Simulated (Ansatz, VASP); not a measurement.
One calculation of Sn3PbO4, two programs

```
Sn Pb O
1.0
    -2.76588    2.76588    5.09700
     2.76588   -2.76588    5.09700
     2.76588    2.76588   -5.09700
Sn Pb O
3 1 4
Direct
  0.14031 0.14031 0.00000
  0.36127 0.86127 0.50000
  0.86127 0.36127 0.50000
  0.62462 0.62462 0.00000
  0.49835 0.00791 0.00000
  0.00791 0.49835 0.00000
  0.49835 0.49835 0.49044
  0.00791 0.00791 0.50956
```

Alike in both runs: functional PBE; k mesh 4 × 4 × 4; occupations gaussian, width 0.1 eV; no spin polarisation.

Ansatz relaxed the structure, and its values are those at the end. VASP's run is a single point on that final structure, the one shown.

```csv
,VASP,Ansatz
version,VASP 6.6.1,Ansatz 0.2.0
potentials or method,"VASP PAW PBE potentials, release 64 (Sn_d, Pb_d, O), cutoff 520 eV","scalar-relativistic, plane waves, PAW"
valence electrons in the cell,80,80
```

```tsv
	VASP	Ansatz	Ansatz less VASP
gap on the k mesh at the Fermi level (eV)	0.66	0.65	-0.006
least direct gap on the mesh (eV)	1.89	1.92	+0.027
pressure (GPa)	0.3	0.1	-0.14
rms of the force components (eV/Å)	0.029	0.011	-0.0186
```

With one functional, cell and mesh, what is left measures potentials, basis and numerics.

Spin-orbit coupling is off throughout.
